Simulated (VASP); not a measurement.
# Ag (P6_3/mmc) in VASP: a series of runs, part 2 of 3

VASP 6.6.1. The steps go on from the part before.

## 3. Electric field gradients, LDA (17.67 Å³/atom)

This run uses another cell than the first one, of 17.67 Å³/atom.

INCAR reads:

```
SYSTEM = Ag
ALGO = Normal
EDIFF = 1E-8
ENCUT = 520
ISIF = 2
ISMEAR = -1
LASPH = .TRUE.
LCHARG = .FALSE.
LEFG = .TRUE.
LREAL = .FALSE.
LWAVE = .FALSE.
NBANDS = 30
NELM = 60
PREC = Accurate
SIGMA = 0.08
```

KPOINTS reads:

```
k-points
0
G
  14 14 4
  0 0 0
```

POSCAR reads:

```
Ag
1.0
    2.8668278625      0.0000000000      0.0000000000
   -1.4334139312      2.4827457572      0.0000000000
    0.0000000000      0.0000000000      9.9328838838
Ag
4
Direct
    0.3333333333      0.6666666667      0.2500000000
    0.6666666667      0.3333333333      0.7500000000
    0.0000000000      0.0000000000      0.0000000000
    0.0000000000      0.0000000000      0.5000000000
```

Potentials or basis: VASP PAW LDA potentials, release 64 (Ag).

Launch:

```sh
$ cat potpaw_LDA.64/Ag/POTCAR > POTCAR
$ mpirun -np 1 vasp_std > vasp.out
```

OUTCAR:

```text
SYSTEM = Ag
   EDIFF = 1E-8
   ENCUT = 520
   ISIF = 2
   ISMEAR = -1
   LASPH = .TRUE.
   LREAL = .FALSE.
   NELM = 60
   PREC = Accurate

 ion  position               nearest neighbor table
   1  0.333  0.667  0.250-   3 2.98   4 2.98   3 2.98   4 2.98   3 2.98   4 2.98
   2  0.667  0.333  0.750-   3 2.98   4 2.98   3 2.98   4 2.98   3 2.98   4 2.98
   3  0.000  0.000  0.000-   1 2.98   2 2.98   1 2.98   2 2.98   2 2.98   1 2.98
   4  0.000  0.000  0.500-   1 2.98   2 2.98   1 2.98   2 2.98   2 2.98   1 2.98

  LATTYP: Found a hexagonal cell.
 ALAT       =     2.8668278625
 C/A-ratio  =     3.4647646668

  Lattice vectors:

 A1 = (   2.8668278625,   0.0000000000,   0.0000000000)
 A2 = (  -1.4334139312,   2.4827457572,   0.0000000000)
 A3 = (   0.0000000000,   0.0000000000,   9.9328838838)

Analysis of symmetry for initial positions (statically):
=====================================================================
 Subroutine PRICEL returns:
 Original cell was already a primitive cell.

 Routine SETGRP: Setting up the symmetry group for a
 hexagonal supercell.

 Subroutine GETGRP returns: Found 24 space group operations
 (whereof 12 operations were pure point group operations)
 out of a pool of 24 trial point group operations.

The static configuration has the point symmetry D_3d.
 The point group associated with its full space group is D_6h.

Analysis of symmetry for dynamics (positions and initial velocities):
=====================================================================
 Subroutine PRICEL returns:
 Original cell was already a primitive cell.

 Routine SETGRP: Setting up the symmetry group for a
 hexagonal supercell.

 Subroutine GETGRP returns: Found 24 space group operations
 (whereof 12 operations were pure point group operations)
 out of a pool of 24 trial point group operations.

The dynamic configuration has the point symmetry D_3d.
 The point group associated with its full space group is D_6h.

 Subroutine INISYM returns: Found 24 space group operations
 (whereof 12 operations are pure point group operations),
 and found     1 'primitive' translations

----------------------------------------------------------------------------------------

                                     Primitive cell

  volume of cell :      70.6983

  direct lattice vectors                    reciprocal lattice vectors
     2.866827863  0.000000000  0.000000000     0.348817595  0.201389932  0.000000000
    -1.433413931  2.482745757  0.000000000     0.000000000  0.402779865  0.000000000
     0.000000000  0.000000000  9.932883884     0.000000000  0.000000000  0.100675696

  length of vectors
     2.866827863  2.866827862  9.932883884     0.402779865  0.402779865  0.100675696

  position of ions in fractional coordinates (direct lattice)
     0.333333333  0.666666667  0.250000000
     0.666666667  0.333333333  0.750000000
     0.000000000  0.000000000  0.000000000
     0.000000000  0.000000000  0.500000000

  ion indices of the primitive-cell ions
   primitive index   ion index
                 1           1
                 2           2
                 3           3
                 4           4

[... 81 lines left out ...]
   PSTRESS=    0.0 pullay stress
   NELECT =      44.0000    total number of electrons
   NUPDOWN=      -1.0000    fix difference up-down
   EMIN   =  10.00;   EMAX   =-10.00  energy-range for DOS
   EFERMI =   0.00;   METHOD = LEGACY
   ISMEAR =    -1;   SIGMA  =   0.08  broadening in eV -4-tet -1-fermi 0-gaus
   EFERMI_NEDOS =   21; number of points for ismear=-14 and -15
   IALGO  =     38    algorithm
   IMIX   =      4    mixing-type and parameters
     AMIX     =   0.40;   BMIX     =  1.00
     AMIX_MAG =   1.60;   BMIX_MAG =  1.00
  volume/ion in A,a.u.               =      17.67       119.27
  Fermi-wavevector in a.u.,A,eV,Ry     =   1.397728  2.641323 26.580932  1.953643
  Thomas-Fermi vector in A             =   2.520956
   LORBIT       =      0    0 simple, 1 ext, 2 COOP (PROOUT), +10 PAW based schemes
   GGA     = CA    functional components
   LHFCALC =     F    Hartree Fock is set to
   AEXX    =    0.0000 exact exchange contribution
   IVDW    =     0    specifies the selected vdW correction
   LEPSILON=     F    determine dielectric tensor
   LRPA    =     F    only Hartree local field effects (RPA)
 non-spin polarized calculation
  energy-cutoff  :      520.00
  volume of cell :       70.70
 maximum number of plane-waves:      1969
 NGX is ok and might be reduce to    24
   NGX = 11   NGY = 11   NGZ = 37

 number of electron      44.0000002 magnetization

 Free energy of the ion-electron system (eV)
  ---------------------------------------------------
  ext. energy  EPLUGINS =         0.00000000
  ---------------------------------------------------
  free energy    TOTEN  =       -14.85707085 eV

  energy without entropy =      -14.82852967  energy(sigma->0) =      -14.84280026

 E-fermi :   7.6159     XC(G=0): -12.3697

 val. band max:        7.6149329633   @ k =   0.3571   0.0000   0.2500
 cond. band min:       7.6254060321   @ k =   0.3571   0.1429   0.5000
 fundamental gap:      0.0104730689
 Fermi energy:         7.6159326238

 k-point     1 :       0.0000    0.0000    0.0000
  band No.  band energies     occupation
      1       0.0820      2.00000
      2       1.2795      2.00000
      3       1.2831      2.00000
      4       1.4010      2.00000
      5       2.7690      2.00000
      6       3.0221      2.00000
[... 781 lines left out ...]
     29      14.2464      0.00000
     30      16.4300      0.00000

 [... further k-points ...]
[... 5 lines left out ...]
  --------------------------------------------------------------------------------------
  -------------------------------------------------------------------------------------
  Total       -3.6154423     -3.6154423     -5.4864115     -0.0000000     -0.0000000      0.0000000
  in kB      -81.9337432    -81.9337432   -124.3339521     -0.0000000     -0.0000000      0.0000000
  external PRESSURE =     -96.0671461 kB  Pullay stress =       0.0000000 kB

 VOLUME and BASIS-vectors are now :
 -----------------------------------------------------------------------------
  energy-cutoff  :      520.00
  volume of cell :       70.70
      direct lattice vectors                 reciprocal lattice vectors
     2.866827863  0.000000000  0.000000000     0.348817595  0.201389932  0.000000000
    -1.433413931  2.482745757  0.000000000     0.000000000  0.402779865  0.000000000
     0.000000000  0.000000000  9.932883884     0.000000000  0.000000000  0.100675696

 POSITION                                       TOTAL-FORCE (eV/Angst)
 -----------------------------------------------------------------------------------
     -0.00000      1.65516      2.48322         0.000000      0.000000      0.000000
      1.43341      0.82758      7.44966        -0.000000     -0.000000      0.000000
      0.00000      0.00000      0.00000        -0.000000     -0.000000      0.000000
      0.00000      0.00000      4.96644        -0.000000     -0.000000      0.000000
 -----------------------------------------------------------------------------------
    total drift:                               -0.000000      0.000000     -0.000000

  FREE ENERGIE OF THE ION-ELECTRON SYSTEM (eV)
  ---------------------------------------------------
  free  energy   TOTEN  =       -14.8570708515 eV

  energy  without entropy=      -14.8285296707  energy(sigma->0) =      -14.84280026

 Electric field gradients (V/A^2)
---------------------------------------------------------------------
 ion       V_xx      V_yy      V_zz      V_xy      V_xz      V_yz
---------------------------------------------------------------------
   1      -6.035    -6.036    12.071    -0.000     0.000    -0.000
   2      -6.035    -6.036    12.071    -0.000     0.000    -0.000
   3      -5.370    -5.370    10.739    -0.000     0.000    -0.000
   4      -5.370    -5.370    10.739    -0.000    -0.000     0.000
---------------------------------------------------------------------

 Electric field gradients after diagonalization (V/A^2)
 (convention: |V_zz| > |V_xx| > |V_yy|)
----------------------------------------------------------------------
 ion       V_xx      V_yy      V_zz     asymmetry (V_yy - V_xx)/ V_zz
----------------------------------------------------------------------
   1      -6.036    -6.035    12.071       0.000
   2      -6.036    -6.035    12.071       0.000
   3      -5.370    -5.370    10.739       0.000
   4      -5.370    -5.370    10.739       0.000
----------------------------------------------------------------------

           NMR quadrupolar parameters

 Cq : quadrupolar parameter    Cq=e*Q*V_zz/h
 eta: asymmetry parameters     (V_yy - V_xx)/ V_zz
 Q  : nuclear electric quadrupole moment in mb (millibarn)
----------------------------------------------------------------------
 ion       Cq(MHz)       eta       Q (mb)
----------------------------------------------------------------------
   1       0.029       0.000       1.000
   2       0.029       0.000       1.000
   3       0.026       0.000       1.000
   4       0.026       0.000       1.000
----------------------------------------------------------------------
```

It took 4.7 min on 1 thread of Intel Xeon 8259CL, shared host; peak memory 0.21 GiB.

What came out:

- Free energy: -14.8571 eV
- Pressure: -9.6 GPa
- Band gap on the k mesh: zero (bands 22 and 23 overlap by 6.08 eV)
- Largest electric field gradient by atom: Ag +12.1, +10.7 (each value once) V/Å²

Electric field gradients, principal values (V/Å²):
```csv
atom,least,middle,greatest (by size)
1 Ag,-6.035,-6.036,12.071
2 Ag,-6.035,-6.036,12.071
3 Ag,-5.370,-5.370,10.739
4 Ag,-5.370,-5.370,10.739
```

Caveat: the cell stands under tension; without QUAD_EFG the Cq values of the log hold for a quadrupole moment of 1 mb, not for the nuclei.

## 4. Electric field gradients, LDA (17.67 Å³/atom)

This run uses another cell than the first one, of 17.67 Å³/atom.

INCAR reads:

```
SYSTEM = Ag
PREC = Accurate ; ENCUT = 520
EDIFF = 1E-8 ; ISMEAR = -1
SIGMA = 0.08 ; LREAL = .FALSE.
LASPH = .TRUE. ; NELM = 60
ALGO = Normal ; ISIF = 2
LWAVE = .FALSE. ; LCHARG = .FALSE.
GGA = CA ; LEFG = .TRUE.
NBANDS = 30
```

KPOINTS reads:

```
Automatic mesh
0
G
  14 14 4
  0 0 0
```

POSCAR is that of step 3.

Potentials or basis: VASP PAW LDA potentials, release 64 (Ag).

Launch:

```sh
$ cat potpaw_LDA.64/Ag/POTCAR > POTCAR
$ mpirun -np 1 vasp_std > vasp.out
```

OUTCAR:

```text
SYSTEM = Ag
   PREC = Accurate
   ENCUT = 520
   EDIFF = 1E-8
   ISMEAR = -1
   LREAL = .FALSE.
   LASPH = .TRUE.
   NELM = 60
   ISIF = 2
   GGA = CA

 ion  position               nearest neighbor table
   1  0.333  0.667  0.250-   3 2.98   4 2.98   3 2.98   4 2.98   3 2.98   4 2.98
   2  0.667  0.333  0.750-   3 2.98   4 2.98   3 2.98   4 2.98   3 2.98   4 2.98
   3  0.000  0.000  0.000-   1 2.98   2 2.98   1 2.98   2 2.98   2 2.98   1 2.98
   4  0.000  0.000  0.500-   1 2.98   2 2.98   1 2.98   2 2.98   2 2.98   1 2.98

  LATTYP: Found a hexagonal cell.
 ALAT       =     2.8668278625
 C/A-ratio  =     3.4647646668

  Lattice vectors:

 A1 = (   2.8668278625,   0.0000000000,   0.0000000000)
 A2 = (  -1.4334139312,   2.4827457572,   0.0000000000)
 A3 = (   0.0000000000,   0.0000000000,   9.9328838838)

Analysis of symmetry for initial positions (statically):
=====================================================================
 Subroutine PRICEL returns:
 Original cell was already a primitive cell.
[... 998 lines left out ...]
     -0.00000      1.65516      2.48322         0.000000      0.000000      0.000000
      1.43341      0.82758      7.44966        -0.000000     -0.000000      0.000000
      0.00000      0.00000      0.00000        -0.000000     -0.000000      0.000000
      0.00000      0.00000      4.96644        -0.000000     -0.000000      0.000000
 -----------------------------------------------------------------------------------
    total drift:                               -0.000000      0.000000     -0.000000

  FREE ENERGIE OF THE ION-ELECTRON SYSTEM (eV)
  ---------------------------------------------------
  free  energy   TOTEN  =       -14.8570708515 eV

  energy  without entropy=      -14.8285296707  energy(sigma->0) =      -14.84280026

 Electric field gradients (V/A^2)
---------------------------------------------------------------------
 ion       V_xx      V_yy      V_zz      V_xy      V_xz      V_yz
---------------------------------------------------------------------
   1      -6.035    -6.036    12.071    -0.000     0.000    -0.000
   2      -6.035    -6.036    12.071    -0.000     0.000    -0.000
   3      -5.370    -5.370    10.739    -0.000     0.000    -0.000
   4      -5.370    -5.370    10.739    -0.000    -0.000     0.000
---------------------------------------------------------------------

 Electric field gradients after diagonalization (V/A^2)
 (convention: |V_zz| > |V_xx| > |V_yy|)
----------------------------------------------------------------------
 ion       V_xx      V_yy      V_zz     asymmetry (V_yy - V_xx)/ V_zz
----------------------------------------------------------------------
   1      -6.036    -6.035    12.071       0.000
   2      -6.036    -6.035    12.071       0.000
   3      -5.370    -5.370    10.739       0.000
   4      -5.370    -5.370    10.739       0.000
----------------------------------------------------------------------

           NMR quadrupolar parameters

 Cq : quadrupolar parameter    Cq=e*Q*V_zz/h
 eta: asymmetry parameters     (V_yy - V_xx)/ V_zz
 Q  : nuclear electric quadrupole moment in mb (millibarn)
----------------------------------------------------------------------
 ion       Cq(MHz)       eta       Q (mb)
----------------------------------------------------------------------
   1       0.029       0.000       1.000
   2       0.029       0.000       1.000
   3       0.026       0.000       1.000
   4       0.026       0.000       1.000
----------------------------------------------------------------------
```

OSZICAR:

```text
N       E                     dE             d eps       ncg     rms          rms(c)
DAV:   1     0.294226401140E+03    0.29423E+03   -0.22671E+04  4328   0.145E+03
DAV:   2    -0.944580093429E+01   -0.30367E+03   -0.28766E+03  4452   0.332E+02
DAV:   3    -0.160300002586E+02   -0.65842E+01   -0.65439E+01  4996   0.557E+01
DAV:   4    -0.160601430228E+02   -0.30143E-01   -0.30138E-01  4662   0.368E+00
DAV:   5    -0.160604504873E+02   -0.30746E-03   -0.30746E-03  4944   0.398E-01    0.101E+01
DAV:   6    -0.149070109591E+02    0.11534E+01   -0.36793E+00  4566   0.156E+01    0.651E+00
DAV:   7    -0.148731369964E+02    0.33874E-01   -0.33420E-02  4818   0.120E+00    0.365E+00
DAV:   8    -0.148570453278E+02    0.16092E-01   -0.19432E-03  4722   0.385E-01    0.902E-02
DAV:   9    -0.148570620834E+02   -0.16756E-04   -0.89159E-05  4956   0.128E-01    0.226E-02
DAV:  10    -0.148570702892E+02   -0.82059E-05   -0.76862E-06  4776   0.205E-02    0.109E-02
DAV:  11    -0.148570708588E+02   -0.56954E-06   -0.20516E-06  4716   0.118E-02    0.141E-03
DAV:  12    -0.148570708515E+02    0.72905E-08   -0.55329E-08  4818   0.375E-03
   1 F= -.14857071E+02 E0= -.14842800E+02  d E =-.285412E-01
```

stdout:

```text
POSCAR found type information on POSCAR Ag
 POSCAR found :  1 types and       4 ions
 scaLAPACK will be used
 LDA part: xc-table for (Slater(with rela. corr.)+CA(PZ))
 , standard interpolation
 POSCAR, INCAR and KPOINTS ok, starting setup
 FFT: planning ... GRIDC
 FFT: planning ... GRID_SOFT
 FFT: planning ... GRID
 WAVECAR not read
 entering main loop
ion   1

ion   2

ion   3

ion   4
```

Run time: 4.2 min. Hardware: 1 thread of Intel Xeon 8259CL, shared host; peak memory 0.21 GiB.

Results:

| Item | Value |
| --- | --- |
| Free energy | -14.8571 eV |
| Pressure | -9.6 GPa |
| Band gap on the k mesh | zero (bands 22 and 23 overlap by 6.08 eV) |
| Largest electric field gradient by atom | Ag +12.1, +10.7 (each value once) V/Å² |

Stress tensor (GPa, compression positive):
```
 -8.19   0.00   0.00
  0.00  -8.19   0.00
  0.00   0.00 -12.43
```

Electric field gradients, principal values (V/Å²):
| atom | least | middle | greatest (by size) |
| --- | --- | --- | --- |
| 1 Ag | -6.035 | -6.036 | 12.071 |
| 2 Ag | -6.035 | -6.036 | 12.071 |
| 3 Ag | -5.370 | -5.370 | 10.739 |
| 4 Ag | -5.370 | -5.370 | 10.739 |

Caveat: the cell stands under tension; without QUAD_EFG the Cq values of the log hold for a quadrupole moment of 1 mb, not for the nuclei.

[end of part 2 of 3]
